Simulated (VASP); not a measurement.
# Ge in VASP: single point with r2SCAN

Aim: the single point of Ge with r2SCAN.

Everything below comes from runs of VASP 6.6.1. Logs are shortened: lines on timing, memory, paths and dates and some standing lists are left out, and cuts for length are marked.

## Step 1: The cell of the first run

The typed cell holds 1 atom: a = 2.867 Å, b = 2.869 Å, c = 2.628 Å, α = 90.00°, β = 90.00°, γ = 120.02°.

## Step 2: Single point, r2SCAN

POSCAR reads:

```
Ge
1.0
    1.4326447647     -2.4837978703      0.0004027663
    1.4344653329      2.4844239465      0.0002127176
   -0.0008106841      0.0000151889      2.6276040279
Ge
1
Direct
    0.5000000000      0.5000000000      0.0000000000
```

INCAR.step1 reads:

```
SYSTEM = Ge
  ALGO = Normal
  EDIFF = 1E-4
  ENCUT = 520
  GGA = PE
  ISMEAR = 0
  LASPH = .TRUE.
  LCHARG = .FALSE.
  LREAL = .FALSE.
  LWAVE = .TRUE.
  NBANDS = 13
  NELM = 100
  PREC = Accurate
  SIGMA = 0.15
```

INCAR.step2 reads:

```
SYSTEM = Ge
  ALGO = Normal
  EDIFF = 1E-7
  ENCUT = 520
  ISIF = 2
  ISMEAR = 0
  ISTART = 1
  LASPH = .TRUE.
  LCHARG = .FALSE.
  LMIXTAU = .TRUE.
  LREAL = .FALSE.
  LWAVE = .FALSE.
  METAGGA = R2SCAN
  NBANDS = 13
  NELM = 100
  PREC = Accurate
  SIGMA = 0.15
```

KPOINTS reads:

```
k-points
0
G
  14 14 12
  0 0 0
```

Potentials or basis: VASP PAW PBE potentials, release 64 (Ge_d).

Launch:

```bash
> cat potpaw_PBE.64/Ge_d/POTCAR > POTCAR
> cp INCAR.step1 INCAR
> mpirun -np 1 vasp_std > vasp.out
> cp INCAR.step2 INCAR
> mpirun -np 1 vasp_std > vasp.out
```

OUTCAR:

```text
SYSTEM = Ge
   EDIFF = 1E-7
   ENCUT = 520
   ISIF = 2
   ISMEAR = 0
   ISTART = 1
   LASPH = .TRUE.
   LREAL = .FALSE.
   METAGGA = R2SCAN
   NELM = 100
   PREC = Accurate

 ion  position               nearest neighbor table
   1  0.500  0.500  0.000-

  LATTYP: Found a triclinic cell.
 ALAT       =     2.8671102320
 B/A-ratio  =     1.0000852705
 C/A-ratio  =     0.9164642934
 COS(alpha) =     0.0000186930
 COS(beta)  =     0.0000938542
 COS(gamma) =     0.4994507320

  Lattice vectors:

 A1 = (   2.8671100976,   0.0006260762,   0.0006154839)
 A2 = (   1.4326447647,  -2.4837978703,   0.0004027663)
 A3 = (   0.0008106841,  -0.0000151889,  -2.6276040279)

Analysis of symmetry for initial positions (statically):
=====================================================================
 Subroutine PRICEL returns:
 Original cell was already a primitive cell.

 Routine SETGRP: Setting up the symmetry group for a
 triclinic supercell.

 Subroutine GETGRP returns: Found  2 space group operations
 (whereof  2 operations were pure point group operations)
 out of a pool of  2 trial point group operations.

The static configuration has the point symmetry S_2 .

Analysis of symmetry for dynamics (positions and initial velocities):
=====================================================================
 Subroutine PRICEL returns:
 Original cell was already a primitive cell.

 Routine SETGRP: Setting up the symmetry group for a
 triclinic supercell.

 Subroutine GETGRP returns: Found  2 space group operations
 (whereof  2 operations were pure point group operations)
 out of a pool of  2 trial point group operations.

The dynamic configuration has the point symmetry S_2 .

 Subroutine INISYM returns: Found  2 space group operations
 (whereof  2 operations are pure point group operations),
 and found     1 'primitive' translations

----------------------------------------------------------------------------------------

                                     Primitive cell

  volume of cell :      18.7144

  direct lattice vectors                    reciprocal lattice vectors
     1.432644765 -2.483797870  0.000402766     0.348827215 -0.201407079  0.000108786
     1.434465333  2.484423947  0.000212718     0.348739310  0.201151469  0.000106432
    -0.000810684  0.000015189  2.627604028    -0.000081701  0.000014588  0.380574821

  length of vectors
     2.867354712  2.868806927  2.627604153     0.402796784  0.402592885  0.380574830

  position of ions in fractional coordinates (direct lattice)
     0.500000000  0.500000000  0.000000000

  ion indices of the primitive-cell ions
   primitive index   ion index
                 1           1

----------------------------------------------------------------------------------------

 KPOINTS: k-points

Automatic generation of k-mesh.
 Grid dimensions read from file:
 generate k-points for:   14   14   12

 Generating k-lattice:

  Cartesian coordinates                     Fractional coordinates (reciprocal lattice)
     0.024916230 -0.014386220  0.000007770     0.071428571  0.000000000  0.000000000
     0.024909951  0.014367962  0.000007602    -0.000000000  0.071428571  0.000000000
    -0.000006808  0.000001216  0.031714568     0.000000000  0.000000000  0.083333333

  Length of vectors
     0.028771199  0.028756635  0.031714569

  Shift w.r.t. Gamma in fractional coordinates (k-lattice)
     0.000000000  0.000000000  0.000000000

 Subroutine IBZKPT returns following result:
 ===========================================

 Found   1180 irreducible k-points:

 Following reciprocal coordinates:
            Coordinates               Weight
  0.000000  0.000000  0.000000      1.000000
  0.071429  0.000000 -0.000000      2.000000
  0.142857  0.000000 -0.000000      2.000000
  0.214286  0.000000 -0.000000      2.000000
  0.285714  0.000000  0.000000      2.000000
  0.357143  0.000000 -0.000000      2.000000
[... 16 lines left out ...]
  0.000000  0.142857 -0.000000      2.000000
  0.071429  0.142857 -0.000000      2.000000
 [... further k-points ...]
   k-points           NKPTS =   1180   k-points in BZ     NKDIM =   1180   number of bands    NBANDS=     13
   number of dos      NEDOS =    301   number of ions     NIONS =      1
   total plane-waves  NPLWV =  11520
   dimension x,y,z NGX =    24 NGY =   24 NGZ =   20
   dimension x,y,z NGXF=    48 NGYF=   48 NGZF=   40
   ions per type =               1
   NGX,Y,Z   is equivalent  to a cutoff of  13.91, 13.91, 12.65 a.u.
   NGXF,Y,Z  is equivalent  to a cutoff of  27.83, 27.82, 25.31 a.u.
 SYSTEM =  Ge
   PREC   = accura    normal or accurate (medium, high low for compatibility)
   ISTART =      1    job   : 0-new  1-cont  2-samecut
   ICHARG =      0    charge: 1-file 2-atom 10-const
   ISPIN  =      1    spin polarized calculation?
   LNONCOLLINEAR =      F non collinear calculations
   LSORBIT =      F    spin-orbit coupling
   LASPH  =      T    aspherical Exc in radial PAW
   ENCUT  =  520.0 eV  38.22 Ry    6.18 a.u.   5.33  5.33  4.89*2*pi/ulx,y,z
   NELM   =    100;   NELMIN=  2; NELMDL=  0     # of ELM steps
   EDIFF  = 0.1E-06   stopping-criterion for ELM
   LREAL  =      F    real-space projection
   EDIFFG = 0.1E-05   stopping-criterion for IOM
   NSW    =      0    number of steps for IOM
   IBRION =     -1    ionic relax: 0-MD 1-quasi-New 2-CG
   NFREE  =      0    steps in history (QN), initial steepest desc. (CG)
   ISIF   =      2    stress and relaxation
   ISYM   =      2    0-nonsym 1-usesym 2-fastsym
   POTIM  = 0.5000    time-step for ionic-motion
   TEBEG  =    0.0;   TEEND  =   0.0 temperature during run
   PSTRESS=    0.0 pullay stress
   NELECT =      14.0000    total number of electrons
   NUPDOWN=      -1.0000    fix difference up-down
   EMIN   =  10.00;   EMAX   =-10.00  energy-range for DOS
   EFERMI =   0.00;   METHOD = LEGACY
   ISMEAR =     0;   SIGMA  =   0.15  broadening in eV -4-tet -1-fermi 0-gaus
   EFERMI_NEDOS =   21; number of points for ismear=-14 and -15
   IALGO  =     38    algorithm
   IMIX   =      4    mixing-type and parameters
     AMIX     =   0.40;   BMIX     =  1.00
     AMIX_MAG =   1.60;   BMIX_MAG =  1.00
  volume/ion in A,a.u.               =      18.71       126.29
  Fermi-wavevector in a.u.,A,eV,Ry     =   1.486138  2.808393 30.049904  2.208606
  Thomas-Fermi vector in A             =   2.599462
   LORBIT       =      0    0 simple, 1 ext, 2 COOP (PROOUT), +10 PAW based schemes
   METAGGA = R2SCAN    functional components
   LHFCALC =     F    Hartree Fock is set to
   AEXX    =    0.0000 exact exchange contribution
   IVDW    =     0    specifies the selected vdW correction
   LEPSILON=     F    determine dielectric tensor
   LRPA    =     F    only Hartree local field effects (RPA)
 non-spin polarized calculation
 Gauss-broadening in eV      SIGMA  =   0.15
  energy-cutoff  :      520.00
  volume of cell :       18.71
 maximum number of plane-waves:       526
 NGX is ok and might be reduce to    24
   NGX = 11   NGY = 11   NGZ =  9

 number of electron      14.0000015 magnetization

 Free energy of the ion-electron system (eV)
  ---------------------------------------------------
  ext. energy  EPLUGINS =         0.00000000
  ---------------------------------------------------
  free energy    TOTEN  =       -13.49443073 eV

  energy without entropy =      -13.49027118  energy(sigma->0) =      -13.49235095

 E-fermi :   6.5953     XC(G=0): -12.3450

 val. band max:        6.5909632860   @ k =   0.2857   0.4286   0.5000
 cond. band min:       6.6443051603   @ k =  -0.3571   0.2143   0.1667
 fundamental gap:      0.0533418744
 Fermi energy:         6.5952609988

 k-point     1 :       0.0000    0.0000    0.0000
  band No.  band energies     occupation
      1     -18.9350      2.00000
      2     -18.8157      2.00000
      3     -18.8151      2.00000
      4     -18.6501      2.00000
      5     -18.6499      2.00000
      6      -7.2844      2.00000
      7      14.3386      0.00000
      8      15.0697      0.00000
      9      15.0839      0.00000
     10      17.6542      0.00000
     11      21.3013      0.00000
     12      21.3241      0.00000
     13      22.7715      0.00000

 k-point     2 :       0.0714    0.0000   -0.0000
  band No.  band energies     occupation
      1     -18.9315      2.00000
      2     -18.8164      2.00000
      3     -18.8090      2.00000
      4     -18.6526      2.00000
      5     -18.6507      2.00000
      6      -7.1558      2.00000
      7      13.7321      0.00000
      8      14.4645      0.00000
      9      14.6469      0.00000
     10      18.1013      0.00000
     11      20.0224      0.00000
     12      21.9667      0.00000
     13      23.4937      0.00000

 k-point     3 :       0.1429    0.0000   -0.0000
  band No.  band energies     occupation
      1     -18.9228      2.00000
      2     -18.8196      2.00000
      3     -18.7906      2.00000
      4     -18.6601      2.00000
      5     -18.6525      2.00000
      6      -6.7703      2.00000
      7      11.2519      0.00000
      8      13.7310      0.00000
      9      14.8373      0.00000
     10      17.8368      0.00000
     11      19.5668      0.00000
     12      23.6103      0.00000
     13      25.0282      0.00000
[... 305 lines left out ...]
 k-point    23 :       0.0000    0.1429   -0.0000
  band No.  band energies     occupation
      1     -18.9228      2.00000
      2     -18.8199      2.00000
      3     -18.7903      2.00000
      4     -18.6602      2.00000
      5     -18.6524      2.00000
      6      -6.7709      2.00000
      7      11.2395      0.00000
      8      13.7441      0.00000
      9      14.8366      0.00000
     10      17.8412      0.00000
     11      19.5710      0.00000
     12      23.6215      0.00000
     13      25.0316      0.00000

 k-point    24 :       0.0714    0.1429   -0.0000
  band No.  band energies     occupation
      1     -18.9153      2.00000
      2     -18.8220      2.00000
      3     -18.7743      2.00000
      4     -18.6666      2.00000
      5     -18.6544      2.00000
      6      -6.3859      2.00000
      7       9.8208      0.00000
      8      12.2915      0.00000
      9      15.2020      0.00000
     10      18.4406      0.00000
     11      19.7913      0.00000
     12      23.2743      0.00000
     13      27.6678      0.00000

 [... further k-points ...]
[... 5 lines left out ...]
  --------------------------------------------------------------------------------------
  -------------------------------------------------------------------------------------
  Total       -0.0145829     -0.0174784     -0.0079288     -0.0015834      0.0002351      0.0006850
  in kB       -1.2484722     -1.4963598     -0.6788004     -0.1355581      0.0201231      0.0586439
  external PRESSURE =      -1.1412108 kB  Pullay stress =       0.0000000 kB

 VOLUME and BASIS-vectors are now :
 -----------------------------------------------------------------------------
  energy-cutoff  :      520.00
  volume of cell :       18.71
      direct lattice vectors                 reciprocal lattice vectors
     1.432644765 -2.483797870  0.000402766     0.348827215 -0.201407079  0.000108786
     1.434465333  2.484423947  0.000212718     0.348739310  0.201151469  0.000106432
    -0.000810684  0.000015189  2.627604028    -0.000081701  0.000014588  0.380574821

 POSITION                                       TOTAL-FORCE (eV/Angst)
 -----------------------------------------------------------------------------------
      1.43356      0.00031      0.00031         0.000000      0.000000      0.000000
 -----------------------------------------------------------------------------------
    total drift:                               -0.000000     -0.000000     -0.000000

  FREE ENERGIE OF THE ION-ELECTRON SYSTEM (eV)
  ---------------------------------------------------
  free  energy   TOTEN  =       -13.4944307252 eV

  energy  without entropy=      -13.4902711810  energy(sigma->0) =      -13.49235095
```

It took 20 min on 1 thread of Oxide Virtual Turin-like, shared host; peak memory 0.33 GiB.

Results:

* Free energy: -13.4944 eV
* Pressure: -0.1 GPa
* Band gap on the k mesh: zero (band 7 reaches 14.34 eV, above the bottom of band 8 at 3.72 eV)

Caveat: the cell differs from its parent crystal (cell sheared at random, sigma 0.01, atoms nudged by 0.01 Å, then relaxed in part); the PAW data sets were made with another functional, which shifts forces and pressure a little.
